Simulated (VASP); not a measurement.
# SrVO3 (Pm-3m) in VASP: a series of runs

SrVO3 is run at these levels: PBE+U; tasks: single point.

Everything below comes from runs of VASP 6.6.1. Logs are shortened: lines on timing, memory, paths and dates and some standing lists are left out, and cuts for length are marked.

## 1. The cell of the first run

Symmetry: Pm-3m, No. 221, cubic system. Conventional cell: a = 3.754 Å, b = 3.754 Å, c = 3.754 Å, α = 90.00°, β = 90.00°, γ = 90.00°. Within 3.5 Å of Sr (site symmetry m-3m) lie 12 O at 2.65 Å and 8 V at 3.25 Å. V (site symmetry m-3m) has 6 O at 1.88 Å within 2.5 Å. O (site symmetry 4/mmm) has 2 V at 1.88 Å within 2.5 Å.

## 2. Single point, PBE+U, collinear spin, ferromagnetic start

File INCAR:

```
SYSTEM = SrVO3
  PREC = Accurate
  ENCUT = 520
  EDIFF = 1E-7
  ISMEAR = 0
  SIGMA = 0.1
  LREAL = .FALSE.
  LASPH = .TRUE.
  NELM = 150
  ALGO = Normal
  ISIF = 2
  LWAVE = .FALSE.
  LCHARG = .FALSE.
  ISPIN = 2
  MAGMOM = 0 1 0 0 0
  LORBIT = 11
  LMAXMIX = 4
  LDAU = .TRUE.
  LDAUTYPE = 2
  LDAUL = -1 2 -1
  LDAUU = 0 3.25 0
  LDAUJ = 0 0 0
  LDAUPRINT = 1
  GGA = PE
  NBANDS = 32
```

File KPOINTS:

```
Automatic mesh
0
G
  6 6 6
  0 0 0
```

File POSCAR:

```
SrVO3
1.0
    3.7538000000      0.0000000000      0.0000000000
    0.0000000000      3.7538000000      0.0000000000
    0.0000000000      0.0000000000      3.7538000000
Sr V O
1 1 3
Direct
    0.0000000000      0.0000000000      0.0000000000
    0.5000000000      0.5000000000      0.5000000000
    0.5000000000      0.5000000000      0.0000000000
    0.5000000000      0.0000000000      0.5000000000
    0.0000000000      0.5000000000      0.5000000000
```

Potentials or basis: VASP PAW PBE potentials, release 64 (Sr_sv, V_sv, O).

Command:

```console
> cat potpaw_PBE.64/Sr_sv/POTCAR potpaw_PBE.64/V_sv/POTCAR potpaw_PBE.64/O/POTCAR > POTCAR
> mpirun -np 1 vasp_std > vasp.out
```

OUTCAR:

```text
SYSTEM = SrVO3
   PREC = Accurate
   ENCUT = 520
   EDIFF = 1E-7
   ISMEAR = 0
   LREAL = .FALSE.
   LASPH = .TRUE.
   NELM = 150
   ISIF = 2
   ISPIN = 2
   LORBIT = 11
   GGA = PE

 ion  position               nearest neighbor table
   1  0.000  0.000  0.000-   3 2.65   4 2.65   5 2.65   4 2.65   5 2.65   3 2.65   5 2.65   5 2.65
                             3 2.65   4 2.65   4 2.65   3 2.65   2 3.25   2 3.25   2 3.25   2 3.25
   2  0.500  0.500  0.500-   3 1.88   4 1.88   5 1.88   3 1.88   4 1.88   5 1.88   1 3.25   1 3.25
                             1 3.25   1 3.25   1 3.25   1 3.25   1 3.25   1 3.25
   3  0.500  0.500  0.000-   2 1.88   2 1.88   1 2.65   1 2.65   1 2.65   1 2.65
   4  0.500  0.000  0.500-   2 1.88   2 1.88   1 2.65   1 2.65   1 2.65   1 2.65
   5  0.000  0.500  0.500-   2 1.88   2 1.88   1 2.65   1 2.65   1 2.65   1 2.65

  LATTYP: Found a simple cubic cell.
 ALAT       =     3.7538000000

  Lattice vectors:

 A1 = (   3.7538000000,   0.0000000000,   0.0000000000)
 A2 = (   0.0000000000,   3.7538000000,   0.0000000000)
 A3 = (   0.0000000000,   0.0000000000,   3.7538000000)

Analysis of symmetry for initial positions (statically):
=====================================================================
 Subroutine PRICEL returns:
 Original cell was already a primitive cell.

 Routine SETGRP: Setting up the symmetry group for a
 simple cubic supercell.

 Subroutine GETGRP returns: Found 48 space group operations
 (whereof 48 operations were pure point group operations)
 out of a pool of 48 trial point group operations.

The static configuration has the point symmetry O_h .

Analysis of symmetry for dynamics (positions and initial velocities):
=====================================================================
 Subroutine PRICEL returns:
 Original cell was already a primitive cell.

 Routine SETGRP: Setting up the symmetry group for a
 simple cubic supercell.

 Subroutine GETGRP returns: Found 48 space group operations
 (whereof 48 operations were pure point group operations)
 out of a pool of 48 trial point group operations.

The dynamic configuration has the point symmetry O_h .

Analysis of structural, dynamic, and magnetic symmetry:
=====================================================================
 Subroutine PRICEL returns:
 Original cell was already a primitive cell.

 Routine SETGRP: Setting up the symmetry group for a
 simple cubic supercell.

 Subroutine GETGRP returns: Found 48 space group operations
 (whereof 48 operations were pure point group operations)
 out of a pool of 48 trial point group operations.

The overall configuration has the point symmetry O_h .

 Subroutine INISYM returns: Found 48 space group operations
 (whereof 48 operations are pure point group operations),
 and found     1 'primitive' translations

----------------------------------------------------------------------------------------

                                     Primitive cell

  volume of cell :      52.8949

  direct lattice vectors                    reciprocal lattice vectors
     3.753800000  0.000000000  0.000000000     0.266396718  0.000000000  0.000000000
     0.000000000  3.753800000  0.000000000     0.000000000  0.266396718  0.000000000
     0.000000000  0.000000000  3.753800000     0.000000000  0.000000000  0.266396718

  length of vectors
     3.753800000  3.753800000  3.753800000     0.266396718  0.266396718  0.266396718

  position of ions in fractional coordinates (direct lattice)
     0.000000000  0.000000000  0.000000000
     0.500000000  0.500000000  0.500000000
     0.500000000  0.500000000  0.000000000
     0.500000000  0.000000000  0.500000000
     0.000000000  0.500000000  0.500000000

  ion indices of the primitive-cell ions
   primitive index   ion index
                 1           1
                 2           2
                 3           3
                 4           4
                 5           5

----------------------------------------------------------------------------------------

 KPOINTS: Automatic mesh

Automatic generation of k-mesh.
 Grid dimensions read from file:
 generate k-points for:    6    6    6

 Generating k-lattice:

  Cartesian coordinates                     Fractional coordinates (reciprocal lattice)
     0.044399453  0.000000000  0.000000000     0.166666667  0.000000000  0.000000000
     0.000000000  0.044399453  0.000000000     0.000000000  0.166666667  0.000000000
     0.000000000  0.000000000  0.044399453     0.000000000  0.000000000  0.166666667

  Length of vectors
     0.044399453  0.044399453  0.044399453
[... 45 lines left out ...]
   LSORBIT =      F    spin-orbit coupling
   LASPH  =      T    aspherical Exc in radial PAW
   ENCUT  =  520.0 eV  38.22 Ry    6.18 a.u.   6.98  6.98  6.98*2*pi/ulx,y,z
   NELM   =    150;   NELMIN=  2; NELMDL= -5     # of ELM steps
   EDIFF  = 0.1E-06   stopping-criterion for ELM
   LREAL  =      F    real-space projection
   EDIFFG = 0.1E-05   stopping-criterion for IOM
   NSW    =      0    number of steps for IOM
   IBRION =     -1    ionic relax: 0-MD 1-quasi-New 2-CG
   NFREE  =      0    steps in history (QN), initial steepest desc. (CG)
   ISIF   =      2    stress and relaxation
   ISYM   =      2    0-nonsym 1-usesym 2-fastsym
   POTIM  = 0.5000    time-step for ionic-motion
   TEBEG  =    0.0;   TEEND  =   0.0 temperature during run
   PSTRESS=    0.0 pullay stress
   NELECT =      41.0000    total number of electrons
   NUPDOWN=      -1.0000    fix difference up-down
   EMIN   =  10.00;   EMAX   =-10.00  energy-range for DOS
   EFERMI =   0.00;   METHOD = LEGACY
   ISMEAR =     0;   SIGMA  =   0.10  broadening in eV -4-tet -1-fermi 0-gaus
   EFERMI_NEDOS =   21; number of points for ismear=-14 and -15
   IALGO  =     38    algorithm
   IMIX   =      4    mixing-type and parameters
     AMIX     =   0.40;   BMIX     =  1.00
     AMIX_MAG =   1.60;   BMIX_MAG =  1.00
  volume/ion in A,a.u.               =      10.58        71.39
  Fermi-wavevector in a.u.,A,eV,Ry     =   1.503829  2.841824 30.769579  2.261500
  Thomas-Fermi vector in A             =   2.614888
   LORBIT       =     11    0 simple, 1 ext, 2 COOP (PROOUT), +10 PAW based schemes
 LDA+U is selected, type is set to LDAUTYPE =  2
   angular momentum for each species LDAUL =    -1    2   -1
   U (eV)           for each species LDAUU =   0.0  3.2  0.0
   J (eV)           for each species LDAUJ =   0.0  0.0  0.0
   GGA     = PE    functional components
   LHFCALC =     F    Hartree Fock is set to
   AEXX    =    0.0000 exact exchange contribution
   IVDW    =     0    specifies the selected vdW correction
   LEPSILON=     F    determine dielectric tensor
   LRPA    =     F    only Hartree local field effects (RPA)
 spin polarized calculation
 Gauss-broadening in eV      SIGMA  =   0.10
  energy-cutoff  :      520.00
  volume of cell :       52.89
 maximum number of plane-waves:      1452
 NGX is ok and might be reduce to    28
   NGX = 13   NGY = 13   NGZ = 13

atom =   2  type =  2  l = 2

 onsite density matrix

spin component  1

  0.4535  0.0000  0.0000 -0.0000  0.0000
  0.0000  0.4535 -0.0000  0.0000 -0.0000
  0.0000 -0.0000  0.3348 -0.0000  0.0000
 -0.0000  0.0000 -0.0000  0.4535 -0.0000
  0.0000 -0.0000  0.0000 -0.0000  0.3348

spin component  2

  0.1170  0.0000  0.0000 -0.0000 -0.0000
  0.0000  0.1170 -0.0000 -0.0000  0.0000
  0.0000 -0.0000  0.3127 -0.0000  0.0000
 -0.0000 -0.0000 -0.0000  0.1170 -0.0000
 -0.0000  0.0000  0.0000 -0.0000  0.3127

 occupancies and eigenvectors

  o =  0.1170  v =  0.0000  0.0000  0.0000  0.0000  0.0000  0.0000  0.9917  0.0000 -0.1282 -0.0000      0.0000  0.0000  0.0000  0.0000  0.0000  0.0000  0.0000  0.0000  0.0000  0.0000
  o =  0.1170  v =  0.0000  0.0000  0.0000  0.0000  0.0000  0.0000  0.1282 -0.0000  0.9917  0.0000      0.0000  0.0000  0.0000  0.0000  0.0000  0.0000  0.0000  0.0000  0.0000  0.0000
  o =  0.1170  v =  0.0000  0.0000  0.0000  0.0000  0.0000  1.0000  0.0000  0.0000  0.0000  0.0000      0.0000  0.0000  0.0000  0.0000  0.0000  0.0000  0.0000  0.0000  0.0000  0.0000
  o =  0.3127  v =  0.0000  0.0000  0.0000  0.0000  0.0000  0.0000 -0.0000 -0.0247  0.0000 -0.9997      0.0000  0.0000  0.0000  0.0000  0.0000  0.0000  0.0000  0.0000  0.0000  0.0000
  o =  0.3127  v =  0.0000  0.0000  0.0000  0.0000  0.0000  0.0000  0.0000 -0.9997 -0.0000  0.0247      0.0000  0.0000  0.0000  0.0000  0.0000  0.0000  0.0000  0.0000  0.0000  0.0000
  o =  0.3348  v =  0.0000  0.0000  0.0206 -0.0000 -0.9998  0.0000  0.0000  0.0000  0.0000  0.0000      0.0000  0.0000  0.0000  0.0000  0.0000  0.0000  0.0000  0.0000  0.0000  0.0000
  o =  0.3348  v =  0.0000  0.0000 -0.9998 -0.0000 -0.0206  0.0000  0.0000  0.0000  0.0000  0.0000      0.0000  0.0000  0.0000  0.0000  0.0000  0.0000  0.0000  0.0000  0.0000  0.0000
  o =  0.4535  v =  0.0000 -0.3700  0.0000 -0.9290  0.0000  0.0000  0.0000  0.0000  0.0000  0.0000      0.0000  0.0000  0.0000  0.0000  0.0000  0.0000  0.0000  0.0000  0.0000  0.0000
  o =  0.4535  v =  0.0000 -0.9290 -0.0000  0.3700 -0.0000  0.0000  0.0000  0.0000  0.0000  0.0000      0.0000  0.0000  0.0000  0.0000  0.0000  0.0000  0.0000  0.0000  0.0000  0.0000
  o =  0.4535  v =  1.0000  0.0000  0.0000  0.0000  0.0000  0.0000  0.0000  0.0000  0.0000  0.0000      0.0000  0.0000  0.0000  0.0000  0.0000  0.0000  0.0000  0.0000  0.0000  0.0000

 number of electron      40.9999967 magnetization       0.9999617

 Free energy of the ion-electron system (eV)
  ---------------------------------------------------
  ext. energy  EPLUGINS =         0.00000000
  ---------------------------------------------------
  free energy    TOTEN  =       -35.68541775 eV

  energy without entropy =      -35.66769277  energy(sigma->0) =      -35.67655526

 E-fermi :   7.1350     XC(G=0): -11.9503

 val. band max:        7.1242656761   @ k =   0.5000   0.3333   0.0000
 cond. band min:       7.1567182537   @ k =   0.3333   0.1667   0.0000
 fundamental gap:      0.0324525776
 Fermi energy:         7.1349557306

 spin component 1

 k-point     1 :       0.0000    0.0000    0.0000
  band No.  band energies     occupation
      1     -59.6720      1.00000
      2     -33.5241      1.00000
      3     -33.5241      1.00000
      4     -33.5241      1.00000
      5     -27.3749      1.00000
      6     -13.0677      1.00000
[... 689 lines left out ...]
     31      16.3580      0.00000
     32      20.8703      0.00000
 Fermi energy:         7.1349557306

 spin component 2

 k-point     1 :       0.0000    0.0000    0.0000
  band No.  band energies     occupation
      1     -58.5569      1.00000
      2     -32.4268      1.00000
      3     -32.4268      1.00000
      4     -32.4268      1.00000
      5     -27.3761      1.00000
      6     -13.0870      1.00000
[... 689 lines left out ...]
     31      16.4203      0.00000
     32      20.8414      0.00000

------------------------ aborting loop because EDIFF is reached ----------------------------------------

  FORCE on cell =-STRESS in cart. coord.  units (eV):
  Direction    XX          YY          ZZ          XY          YZ          ZX
  --------------------------------------------------------------------------------------
  -------------------------------------------------------------------------------------
  Total        8.1754125      8.1754125      8.1754125      0.0000000      0.0000000     -0.0000000
  in kB      247.6320568    247.6320568    247.6320568      0.0000000      0.0000000     -0.0000000
  external PRESSURE =     247.6320568 kB  Pullay stress =       0.0000000 kB

 VOLUME and BASIS-vectors are now :
 -----------------------------------------------------------------------------
  energy-cutoff  :      520.00
  volume of cell :       52.89
      direct lattice vectors                 reciprocal lattice vectors
     3.753800000  0.000000000  0.000000000     0.266396718  0.000000000  0.000000000
     0.000000000  3.753800000  0.000000000     0.000000000  0.266396718  0.000000000
     0.000000000  0.000000000  3.753800000     0.000000000  0.000000000  0.266396718

 POSITION                                       TOTAL-FORCE (eV/Angst)
 -----------------------------------------------------------------------------------
      0.00000      0.00000      0.00000         0.000000      0.000000      0.000000
      1.87690      1.87690      1.87690         0.000000      0.000000      0.000000
      1.87690      1.87690      0.00000         0.000000      0.000000      0.000000
      1.87690      0.00000      1.87690         0.000000      0.000000      0.000000
      0.00000      1.87690      1.87690         0.000000      0.000000      0.000000
 -----------------------------------------------------------------------------------
    total drift:                                0.000000      0.000000      0.000000

  FREE ENERGIE OF THE ION-ELECTRON SYSTEM (eV)
  ---------------------------------------------------
  free  energy   TOTEN  =       -35.6854177520 eV

  energy  without entropy=      -35.6676927662  energy(sigma->0) =      -35.67655526

 total charge

# of ion       s       p       d       tot
------------------------------------------
    1        2.004   5.819   0.255   8.078
    2        2.319   6.417   2.966  11.702
    3        1.567   3.538   0.000   5.105
    4        1.567   3.538   0.000   5.105
    5        1.567   3.538   0.000   5.105
--------------------------------------------------
tot          9.026  22.849   3.221  35.095

 magnetization (x)

# of ion       s       p       d       tot
------------------------------------------
    1       -0.000  -0.002   0.003   0.000
    2        0.008   0.011   1.050   1.069
    3       -0.002  -0.040   0.000  -0.042
    4       -0.002  -0.040   0.000  -0.042
    5       -0.002  -0.040   0.000  -0.042
--------------------------------------------------
tot          0.003  -0.112   1.053   0.944
```

Run time: 31 s. Hardware: 1 thread of AMD EPYC 9R45 (Zen 5), shared host; peak memory 0.18 GiB.

What came out:

```
Free energy                                           : -35.6854 eV
Pressure                                              : 24.8 GPa
Band gap on the k mesh                                : zero (filled and empty bands overlap)
Net moment                                            : 1.00 μB per cell
Site moments                                          : Sr +0.00; V +1.07; O -0.04 μB
Valence electrons inside the program's atomic spheres : Sr 8.08; V 11.70; O 5.11
```

Eigenvalues of the final occupation matrices:
```tsv
site	spin	trace	eigenvalues
site 2 d	1	2.03	0.33 0.33 0.45 0.45 0.45
site 2 d	2	0.98	0.12 0.12 0.12 0.31 0.31
```

Caveat: the cell stands under pressure.

## 3. Single point, PBE+U, collinear spin, ferromagnetic start

File INCAR:

```
SYSTEM = SrVO3
PREC = Accurate
ENCUT = 520
EDIFF = 1E-6
ISMEAR = 0
SIGMA = 0.1
LREAL = .False.
LASPH = .True.
NELM = 150
ALGO = Normal
ISIF = 2
LWAVE = .False.
LCHARG = .True.
ISPIN = 2
MAGMOM = 0 0.96 -0.08 -0.06 -0.06
LORBIT = 11
LMAXMIX = 4
LDAU = .True.
LDAUTYPE = 2
LDAUL = -1 2 -1
LDAUU = 0 3.25 0
LDAUJ = 0 0 0
LDAUPRINT = 1
GGA = PE
LELF = .True.
LVHAR = .True.
NBANDS = 32
```

File KPOINTS:

```
regular mesh
0
Gamma
  6 6 6
  0 0 0
```

POSCAR is that of step 2.

Potentials or basis: VASP PAW PBE potentials, release 64 (Sr_sv, V_sv, O).

Command:

```console
> cat potpaw_PBE.64/Sr_sv/POTCAR potpaw_PBE.64/V_sv/POTCAR potpaw_PBE.64/O/POTCAR > POTCAR
> mpirun -np 1 vasp_std > vasp.out
```

Wall time 56 s (1 thread of AMD EPYC 9R45 (Zen 5), shared host); peak memory 0.22 GiB.

It converged, with:

| Item | Value |
| --- | --- |
| Free energy | -35.6854 eV |
| Pressure | 24.7 GPa |
| Band gap on the k mesh | zero (filled and empty bands overlap) |
| Net moment | 1.00 μB per cell |
| Site moments | Sr +0.00; V +1.07; O -0.04 μB |
| Valence electrons inside the program's atomic spheres | Sr 8.08; V 11.70; O 5.11 |

Levels at points of the mesh, in eV from the Fermi level:
Spin up:
```
           k point  band 18  band 19  band 20  band 21  band 22  band 23  band 24  band 25
(0.00, 0.00, 0.00)    -2.50    -2.50    -2.50    -1.85    -1.85    -1.85     1.36     1.36
(0.50, 0.00, 0.00)    -4.46    -3.01    -3.01    -1.73     0.46     0.46     1.39     3.90
(0.00, 0.00, 0.50)    -4.46    -3.01    -3.01    -1.73     0.46     0.46     1.39     3.90
(0.50, 0.50, 0.00)    -3.80    -3.80    -2.21     0.40     0.40     0.72     2.51     5.94
(0.00, 0.50, 0.50)    -3.80    -3.80    -2.21     0.40     0.40     0.72     2.51     5.94
(0.50, 0.50, 0.50)    -2.10    -2.10    -2.10     1.03     1.03     1.03     5.31     5.31
```
Spin down:
```
           k point  band 16  band 17  band 18  band 19  band 20  band 21  band 22  band 23  band 24  band 25
(0.00, 0.00, 0.00)    -3.53    -3.53    -2.56    -2.56    -2.56     0.27     0.27     0.27     1.99     1.99
(0.50, 0.00, 0.00)    -4.62    -4.62    -4.51    -3.05    -3.05     0.49     2.03     2.30     2.30     4.44
(0.00, 0.00, 0.50)    -4.62    -4.62    -4.51    -3.05    -3.05     0.49     2.03     2.30     2.30     4.44
(0.50, 0.50, 0.00)    -5.30    -4.30    -3.84    -3.84    -2.29     2.31     2.31     2.75     3.11     6.39
(0.00, 0.50, 0.50)    -5.30    -4.30    -3.84    -3.84    -2.29     2.31     2.31     2.75     3.11     6.39
(0.50, 0.50, 0.50)    -6.00    -6.00    -2.18    -2.18    -2.18     3.03     3.03     3.03     5.36     5.36
```

Eigenvalues of the final occupation matrices:
```csv
site,spin,trace,eigenvalues
site 2 d,1,2.03,0.33 0.33 0.45 0.45 0.45
site 2 d,2,0.98,0.12 0.12 0.12 0.31 0.31
```

Caveat: the cell stands under pressure. The state reached can hang on the start; a lower one may exist.

[end of part 1 of 2]
